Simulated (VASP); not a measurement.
# BN (hexagonal boron nitride) (P6_3/mmc) in VASP: a series of runs

BN (hexagonal boron nitride) is run at these levels: LDA; tasks: single point, relaxation of cell and atoms.

Program: VASP 6.6.1. These are calculated values, not measurements. Logs are shortened: lines on timing, memory, paths and dates and some standing lists are left out, and cuts for length are marked.

### Step 1. The cell of the first run

The structure is hexagonal, space group P6_3/mmc (No. 194). The conventional cell has a = 2.489 Å, b = 2.489 Å, c = 6.493 Å, α = 90.00°, β = 90.00°, γ = 120.00°. Within 1.9 Å of B (site symmetry -6m2) lie 3 N at 1.44 Å. Within 1.9 Å of N (site symmetry -6m2) lie 3 B at 1.44 Å.

### Step 2. Single point, LDA

Input file INCAR:

```
SYSTEM = BN
PREC = Accurate ; ENCUT = 520
EDIFF = 1E-7 ; ISMEAR = 0
SIGMA = 0.01 ; LREAL = .FALSE.
LASPH = .TRUE. ; NELM = 60
ALGO = Normal ; ISIF = 2
LWAVE = .FALSE. ; LCHARG = .FALSE.
NBANDS = 16
```

Input file KPOINTS:

```
Automatic mesh
0
G
  12 12 4
  0 0 0
```

Input file POSCAR:

```
BN
1.0
    2.4890389570      0.0000000000      0.0000000000
   -1.2445194785      2.1555709678      0.0000000000
    0.0000000000      0.0000000000      6.4926034150
B N
2 2
Direct
    0.3333333333      0.6666666667      0.2500000000
    0.6666666667      0.3333333333      0.7500000000
    0.6666666667      0.3333333333      0.2500000000
    0.3333333333      0.6666666667      0.7500000000
```

Potentials or basis: VASP PAW LDA potentials, release 64 (B, N).

Started as:

```console
$ cat potpaw_LDA.64/B/POTCAR potpaw_LDA.64/N/POTCAR > POTCAR
$ mpirun -np 1 vasp_std > vasp.out
```

OUTCAR:

```text
SYSTEM = BN
   PREC = Accurate
   ENCUT = 520
   EDIFF = 1E-7
   ISMEAR = 0
   LREAL = .FALSE.
   LASPH = .TRUE.
   NELM = 60
   ISIF = 2

 ion  position               nearest neighbor table
   1  0.333  0.667  0.250-   3 1.44   3 1.44   3 1.44
   2  0.667  0.333  0.750-   4 1.44   4 1.44   4 1.44
   3  0.667  0.333  0.250-   1 1.44   1 1.44   1 1.44
   4  0.333  0.667  0.750-   2 1.44   2 1.44   2 1.44

  LATTYP: Found a hexagonal cell.
 ALAT       =     2.4890389570
 C/A-ratio  =     2.6084780219

  Lattice vectors:

 A1 = (   2.4890389570,   0.0000000000,   0.0000000000)
 A2 = (  -1.2445194785,   2.1555709678,   0.0000000000)
 A3 = (   0.0000000000,   0.0000000000,   6.4926034150)

Analysis of symmetry for initial positions (statically):
=====================================================================
 Subroutine PRICEL returns:
 Original cell was already a primitive cell.

 Routine SETGRP: Setting up the symmetry group for a
 hexagonal supercell.

 Subroutine GETGRP returns: Found 24 space group operations
 (whereof 12 operations were pure point group operations)
 out of a pool of 24 trial point group operations.

The static configuration has the point symmetry D_3d.
 The point group associated with its full space group is D_6h.

Analysis of symmetry for dynamics (positions and initial velocities):
=====================================================================
 Subroutine PRICEL returns:
 Original cell was already a primitive cell.

 Routine SETGRP: Setting up the symmetry group for a
 hexagonal supercell.

 Subroutine GETGRP returns: Found 24 space group operations
 (whereof 12 operations were pure point group operations)
 out of a pool of 24 trial point group operations.

The dynamic configuration has the point symmetry D_3d.
 The point group associated with its full space group is D_6h.

 Subroutine INISYM returns: Found 24 space group operations
 (whereof 12 operations are pure point group operations),
 and found     1 'primitive' translations

----------------------------------------------------------------------------------------

                                     Primitive cell

  volume of cell :      34.8348

  direct lattice vectors                    reciprocal lattice vectors
     2.489038957  0.000000000  0.000000000     0.401761490  0.231957104  0.000000000
    -1.244519478  2.155570968  0.000000000     0.000000000  0.463914209  0.000000000
     0.000000000  0.000000000  6.492603415     0.000000000  0.000000000  0.154021420

  length of vectors
     2.489038957  2.489038957  6.492603415     0.463914209  0.463914209  0.154021420

  position of ions in fractional coordinates (direct lattice)
     0.333333333  0.666666667  0.250000000
     0.666666667  0.333333333  0.750000000
     0.666666667  0.333333333  0.250000000
     0.333333333  0.666666667  0.750000000

  ion indices of the primitive-cell ions
   primitive index   ion index
                 1           1
                 2           2
                 3           3
                 4           4

----------------------------------------------------------------------------------------

 KPOINTS: Automatic mesh

Automatic generation of k-mesh.
 Grid dimensions read from file:
 generate k-points for:   12   12    4

 Generating k-lattice:

  Cartesian coordinates                     Fractional coordinates (reciprocal lattice)
     0.033480124  0.019329759  0.000000000     0.083333333  0.000000000  0.000000000
     0.000000000  0.038659517  0.000000000     0.000000000  0.083333333  0.000000000
     0.000000000  0.000000000  0.038505355     0.000000000  0.000000000  0.250000000

  Length of vectors
     0.038659517  0.038659517  0.038505355

  Shift w.r.t. Gamma in fractional coordinates (k-lattice)
     0.000000000  0.000000000  0.000000000

 Subroutine IBZKPT returns following result:
 ===========================================

 Found     57 irreducible k-points:

 Following reciprocal coordinates:
            Coordinates               Weight
  0.000000  0.000000  0.000000      1.000000
  0.083333  0.000000  0.000000      6.000000
  0.166667 -0.000000  0.000000      6.000000
  0.250000 -0.000000  0.000000      6.000000
  0.333333 -0.000000  0.000000      6.000000
  0.416667 -0.000000  0.000000      6.000000
[... 16 lines left out ...]
  0.250000 -0.000000  0.250000     12.000000
  0.333333 -0.000000  0.250000     12.000000
 [... further k-points ...]
   k-points           NKPTS =     57   k-points in BZ     NKDIM =     57   number of bands    NBANDS=     16
   number of dos      NEDOS =    301   number of ions     NIONS =      4
   total plane-waves  NPLWV =  19200
   dimension x,y,z NGX =    20 NGY =   20 NGZ =   48
   dimension x,y,z NGXF=    40 NGYF=   40 NGZF=   96
   ions per type =               2   2
   NGX,Y,Z   is equivalent  to a cutoff of  13.36, 13.36, 12.29 a.u.
   NGXF,Y,Z  is equivalent  to a cutoff of  26.72, 26.72, 24.58 a.u.
 SYSTEM =  BN
   PREC   = accura    normal or accurate (medium, high low for compatibility)
   ISTART =      0    job   : 0-new  1-cont  2-samecut
   ICHARG =      2    charge: 1-file 2-atom 10-const
   ISPIN  =      1    spin polarized calculation?
   LNONCOLLINEAR =      F non collinear calculations
   LSORBIT =      F    spin-orbit coupling
   LASPH  =      T    aspherical Exc in radial PAW
   ENCUT  =  520.0 eV  38.22 Ry    6.18 a.u.   4.63  4.63 12.07*2*pi/ulx,y,z
   NELM   =     60;   NELMIN=  2; NELMDL= -5     # of ELM steps
   EDIFF  = 0.1E-06   stopping-criterion for ELM
   LREAL  =      F    real-space projection
   EDIFFG = 0.1E-05   stopping-criterion for IOM
   NSW    =      0    number of steps for IOM
   IBRION =     -1    ionic relax: 0-MD 1-quasi-New 2-CG
   NFREE  =      0    steps in history (QN), initial steepest desc. (CG)
   ISIF   =      2    stress and relaxation
   ISYM   =      2    0-nonsym 1-usesym 2-fastsym
   POTIM  = 0.5000    time-step for ionic-motion
   TEBEG  =    0.0;   TEEND  =   0.0 temperature during run
   PSTRESS=    0.0 pullay stress
   NELECT =      16.0000    total number of electrons
   NUPDOWN=      -1.0000    fix difference up-down
   EMIN   =  10.00;   EMAX   =-10.00  energy-range for DOS
   EFERMI =   0.00;   METHOD = LEGACY
   ISMEAR =     0;   SIGMA  =   0.01  broadening in eV -4-tet -1-fermi 0-gaus
   EFERMI_NEDOS =   21; number of points for ismear=-14 and -15
   IALGO  =     38    algorithm
   IMIX   =      4    mixing-type and parameters
     AMIX     =   0.40;   BMIX     =  1.00
     AMIX_MAG =   1.60;   BMIX_MAG =  1.00
  volume/ion in A,a.u.               =       8.71        58.77
  Fermi-wavevector in a.u.,A,eV,Ry     =   1.263118  2.386947 21.707641  1.595467
  Thomas-Fermi vector in A             =   2.396491
   LORBIT       =      0    0 simple, 1 ext, 2 COOP (PROOUT), +10 PAW based schemes
   GGA     = CA    functional components
   LHFCALC =     F    Hartree Fock is set to
   AEXX    =    0.0000 exact exchange contribution
   IVDW    =     0    specifies the selected vdW correction
   LEPSILON=     F    determine dielectric tensor
   LRPA    =     F    only Hartree local field effects (RPA)
 non-spin polarized calculation
 Gauss-broadening in eV      SIGMA  =   0.01
  energy-cutoff  :      520.00
  volume of cell :       34.83
 maximum number of plane-waves:       961
 NGX is ok and might be reduce to    20
   NGX =  9   NGY =  9   NGZ = 25

 number of electron      16.0000002 magnetization

 Free energy of the ion-electron system (eV)
  ---------------------------------------------------
  ext. energy  EPLUGINS =         0.00000000
  ---------------------------------------------------
  free energy    TOTEN  =       -38.58050220 eV

  energy without entropy =      -38.58050220  energy(sigma->0) =      -38.58050220

 E-fermi :   2.4848     XC(G=0): -10.6993

 val. band max:        2.4327077861   @ k =   0.3333   0.2500   0.0000
 cond. band min:       6.4838932673   @ k =   0.5000  -0.0000   0.0000
 fundamental gap:      4.0511854811
 Fermi energy:         2.4847662828

 k-point     1 :       0.0000    0.0000    0.0000
  band No.  band energies     occupation
      1     -15.3089      2.00000
      2     -14.9384      2.00000
      3      -4.1107      2.00000
      4      -1.6625      2.00000
      5       1.0923      2.00000
      6       1.0923      2.00000
[... 8 lines left out ...]
     15      15.1651      0.00000
     16      15.4957      0.00000

 k-point     2 :       0.0833    0.0000    0.0000
  band No.  band energies     occupation
      1     -15.1704      2.00000
      2     -14.8058      2.00000
      3      -3.9197      2.00000
      4      -1.4926      2.00000
      5       0.5398      2.00000
      6       0.5821      2.00000
[... 8 lines left out ...]
     15      14.9766      0.00000
     16      15.5966      0.00000

 k-point     3 :       0.1667   -0.0000    0.0000
  band No.  band energies     occupation
      1     -14.7625      2.00000
      2     -14.4153      2.00000
      3      -3.3531      2.00000
      4      -0.9932      2.00000
      5      -0.8701      2.00000
      6      -0.8175      2.00000
[... 8 lines left out ...]
     15      16.3579      0.00000
     16      16.6341      0.00000

 k-point     4 :       0.2500   -0.0000    0.0000
  band No.  band energies     occupation
      1     -14.1101      2.00000
      2     -13.7935      2.00000
      3      -2.6735      2.00000
      4      -2.5946      2.00000
      5      -2.4348      2.00000
      6      -0.5710      2.00000
[... 8 lines left out ...]
     15      17.8480      0.00000
     16      18.5192      0.00000

 k-point     5 :       0.3333   -0.0000    0.0000
  band No.  band energies     occupation
      1     -13.2769      2.00000
      2     -13.0100      2.00000
      3      -4.4811      2.00000
      4      -4.3777      2.00000
      5      -1.2264      2.00000
      6      -1.2116      2.00000
[... 8 lines left out ...]
     15      18.1524      0.00000
     16      21.0697      0.00000

 k-point     6 :       0.4167   -0.0000    0.0000
  band No.  band energies     occupation
      1     -12.4309      2.00000
      2     -12.2490      2.00000
      3      -5.9308      2.00000
      4      -5.8292      2.00000
      5      -1.6312      2.00000
      6      -1.5523      2.00000
[... 8 lines left out ...]
     15      17.5090      0.00000
     16      21.5627      0.00000

 k-point     7 :       0.5000   -0.0000    0.0000
  band No.  band energies     occupation
      1     -11.9984      2.00000
      2     -11.9139      2.00000
      3      -6.5240      2.00000
      4      -6.4514      2.00000
      5      -1.7762      2.00000
      6      -1.6963      2.00000
[... 8 lines left out ...]
     15      17.4769      0.00000
     16      21.3769      0.00000

 k-point     8 :       0.0833    0.0833    0.0000
  band No.  band energies     occupation
      1     -14.8972      2.00000
      2     -14.5441      2.00000
      3      -3.5408      2.00000
      4      -1.1577      2.00000
      5      -0.3655      2.00000
      6      -0.3355      2.00000
[... 8 lines left out ...]
     15      15.6398      0.00000
     16      16.6451      0.00000

 k-point     9 :       0.1667    0.0833    0.0000
  band No.  band energies     occupation
      1     -14.3658      2.00000
      2     -14.0365      2.00000
      3      -2.7972      2.00000
      4      -1.8620      2.00000
      5      -1.8132      2.00000
      6      -0.5109      2.00000
[... 8 lines left out ...]
     15      17.1488      0.00000
     16      17.9153      0.00000
[... 172 lines left out ...]
 k-point    19 :       0.3333    0.3333    0.0000
  band No.  band energies     occupation
      1     -11.3400      2.00000
      2     -11.3400      2.00000
      3      -5.7368      2.00000
      4      -5.5399      2.00000
      5      -4.6528      2.00000
      6      -4.6528      2.00000
[... 8 lines left out ...]
     15      19.2471      0.00000
     16      20.3319      0.00000

 k-point    20 :       0.0000    0.0000    0.2500
  band No.  band energies     occupation
      1     -15.2580      2.00000
      2     -14.9966      2.00000
      3      -3.8158      2.00000
      4      -2.1142      2.00000
      5       1.0989      2.00000
      6       1.0989      2.00000
[... 8 lines left out ...]
     15      15.2890      0.00000
     16      15.4823      0.00000

 k-point    21 :       0.0833    0.0000    0.2500
  band No.  band energies     occupation
      1     -15.1205      2.00000
      2     -14.8630      2.00000
      3      -3.6274      2.00000
      4      -1.9411      2.00000
      5       0.5477      2.00000
      6       0.5797      2.00000
[... 8 lines left out ...]
     15      15.0409      0.00000
     16      15.4570      0.00000

 k-point    22 :       0.1667   -0.0000    0.2500
  band No.  band energies     occupation
      1     -14.7147      2.00000
      2     -14.4695      2.00000
      3      -3.0708      2.00000
      4      -1.4478      2.00000
      5      -0.8556      2.00000
      6      -0.7981      2.00000
[... 8 lines left out ...]
     15      16.2388      0.00000
     16      16.3366      0.00000

 k-point    23 :       0.2500   -0.0000    0.2500
  band No.  band energies     occupation
      1     -14.0663      2.00000
      2     -13.8426      2.00000
      3      -2.6900      2.00000
      4      -2.6156      2.00000
      5      -2.1301      2.00000
      6      -0.5908      2.00000
[... 8 lines left out ...]
     15      18.5369      0.00000
     16      18.6327      0.00000

 k-point    24 :       0.3333   -0.0000    0.2500
  band No.  band energies     occupation
      1     -13.2396      2.00000
      2     -13.0510      2.00000
      3      -4.4712      2.00000
      4      -4.3972      2.00000
      5      -1.2007      2.00000
      6      -1.1473      2.00000
[... 8 lines left out ...]
     15      19.2363      0.00000
     16      21.1447      0.00000

 [... further k-points ...]
[... 5 lines left out ...]
  --------------------------------------------------------------------------------------
  -------------------------------------------------------------------------------------
  Total        0.1589552      0.1589552     -0.0368630      0.0000000      0.0000000      0.0000000
  in kB        7.3109248      7.3109248     -1.6954640      0.0000000      0.0000000      0.0000000
  external PRESSURE =       4.3087952 kB  Pullay stress =       0.0000000 kB

 VOLUME and BASIS-vectors are now :
 -----------------------------------------------------------------------------
  energy-cutoff  :      520.00
  volume of cell :       34.83
      direct lattice vectors                 reciprocal lattice vectors
     2.489038957  0.000000000  0.000000000     0.401761490  0.231957104  0.000000000
    -1.244519478  2.155570968  0.000000000     0.000000000  0.463914209  0.000000000
     0.000000000  0.000000000  6.492603415     0.000000000  0.000000000  0.154021420

 POSITION                                       TOTAL-FORCE (eV/Angst)
 -----------------------------------------------------------------------------------
     -0.00000      1.43705      1.62315         0.000000      0.000000      0.000000
      1.24452      0.71852      4.86945         0.000000      0.000000      0.000000
      1.24452      0.71852      1.62315        -0.000000      0.000000      0.000000
     -0.00000      1.43705      4.86945         0.000000     -0.000000      0.000000
 -----------------------------------------------------------------------------------
    total drift:                               -0.000000      0.000000      0.000000

  FREE ENERGIE OF THE ION-ELECTRON SYSTEM (eV)
  ---------------------------------------------------
  free  energy   TOTEN  =       -38.5805022032 eV

  energy  without entropy=      -38.5805022032  energy(sigma->0) =      -38.58050220
```

Wall time 19 s (1 thread of Intel Xeon Platinum 8375C at 2.90GHz (Ice Lake), shared host); peak memory 0.14 GiB.

Results:

```yaml
Free_energy: -38.5805 eV
Pressure: 0.4 GPa
Band_gap_on_the_k_mesh: 4.05 eV, indirect (least direct gap 4.47 eV)
```

Stress tensor (GPa, compression positive):
```
 0.73  0.00  0.00
 0.00  0.73  0.00
 0.00  0.00 -0.17
```

A k mesh can miss the band edges.

### Step 3. Relaxation of cell and atoms, LDA

This run uses another cell than the first one, of 9.04 Å³/atom, 1.038 times its volume.

Input file INCAR:

```
ALGO     = Normal         # electronic algorithm
EDIFF    = 1E-6           # SCF threshold, eV
EDIFFG   = -0.002         # ionic threshold
ENCUT    = 600            # plane-wave cutoff, eV
GGA      = CA             # functional
IBRION   = 2              # ionic algorithm
ISIF     = 3              # what is computed and relaxed
ISMEAR   = 0              # smearing method
LASPH    = True           # aspherical terms in the spheres
LCHARG   = False          # write CHGCAR
LREAL    = False          # projectors in reciprocal space
LWAVE    = False          # write WAVECAR
NELM     = 60             # most SCF steps
NSW      = 80             # ionic steps
PREC     = Accurate       # precision mode
SIGMA    = 0.01           # smearing width, eV
```

Input file KPOINTS:

```
k-points
0
Gamma
  12 12 4
```

Input file POSCAR:

```
BN
1.0
    2.5040000000      0.0000000000      0.0000000000
   -1.2520000000      2.1685276111      0.0000000000
    0.0000000000      0.0000000000      6.6610000000
B N
2 2
Direct
    0.3333333333      0.6666666667      0.2500000000
    0.6666666667      0.3333333333      0.7500000000
    0.6666666667      0.3333333333      0.2500000000
    0.3333333333      0.6666666667      0.7500000000
```

Potentials or basis: VASP PAW LDA potentials, release 64 (B, N).

Started as:

```console
$ cat potpaw_LDA.64/B/POTCAR potpaw_LDA.64/N/POTCAR > POTCAR
$ mpirun -np 1 vasp_std > vasp.out
```

Run time: 95 s. Hardware: 1 thread of Intel Xeon Platinum 8375C at 2.90GHz (Ice Lake), shared host; peak memory 0.15 GiB.

Results (log left out):

- Free energy: -38.5880 eV
- Relaxed volume: 8.63 Å³/atom
- Relaxed cell: a = 2.490 Å, b = 2.490 Å, c = 6.430 Å, α = 90.00°, β = 90.00°, γ = 120.00°
- Space group after relaxing (to 0.05 Å): P6_3/mmc (No. 194)
- Energy gained by relaxing: 2.8 meV/atom
- Ionic steps: 12
- Pressure after relaxing: 0.0 GPa
- Band gap on the k mesh: 4.03 eV, indirect (least direct gap 4.43 eV)

The path:
| step | energy change (eV) | largest force (eV/Å) | pressure (GPa) | volume (Å³) |
| --- | --- | --- | --- | --- |
| 1 | 0.0000 | 0.0000 | -4.31 | 36.17 |
| 2 | 0.0222 | 0.0000 | 8.25 | 34.91 |
| 3 | -0.0078 | 0.0000 | -0.29 | 35.74 |
| 4 | -0.0078 | 0.0000 | -0.20 | 35.73 |
| 5 | -0.0082 | 0.0000 | -0.17 | 35.66 |
| 6 | -0.0092 | 0.0000 | -0.15 | 35.45 |
| 7 | -0.0106 | 0.0000 | -0.07 | 35.02 |
| 8 | -0.0109 | 0.0000 | 0.18 | 34.18 |
| 9 | -0.0113 | 0.0000 | 0.05 | 34.56 |
| 10 | -0.0113 | 0.0000 | 0.07 | 34.52 |
| 11 | -0.0111 | 0.0000 | -0.64 | 34.59 |
| 12 | -0.0113 | 0.0000 | 0.00 | 34.53 |

Final structure:
```
B N
1.0
     2.49017    0.00000    0.00000
    -1.24508    2.15655    0.00000
     0.00000    0.00000    6.43004
B N
2 2
Cartesian
  0.0000 1.4377 1.6075
  1.2451 0.7188 4.8225
  1.2451 0.7188 1.6075
  0.0000 1.4377 4.8225
```

Levels at points of the mesh, in eV from the valence-band top:
| k point | band 6 | band 7 | band 8 | band 9 | band 10 | band 11 |
| --- | --- | --- | --- | --- | --- | --- |
| (0.00, 0.00, 0.00) | -1.35 | -1.30 | -1.30 | 5.14 | 10.47 | 11.52 |
| (0.50, 0.00, 0.00) | -4.13 | -1.64 | -0.40 | 4.03 | 5.68 | 9.63 |
| (0.00, 0.00, 0.50) | -1.33 | -1.33 | -1.33 | 7.76 | 7.76 | 11.60 |
| (0.50, 0.00, 0.50) | -4.18 | -0.99 | -0.99 | 4.55 | 4.55 | 10.07 |

A k mesh can miss the band edges. Expect the measured gap to be larger: semilocal functionals such as LDA lack the derivative discontinuity.
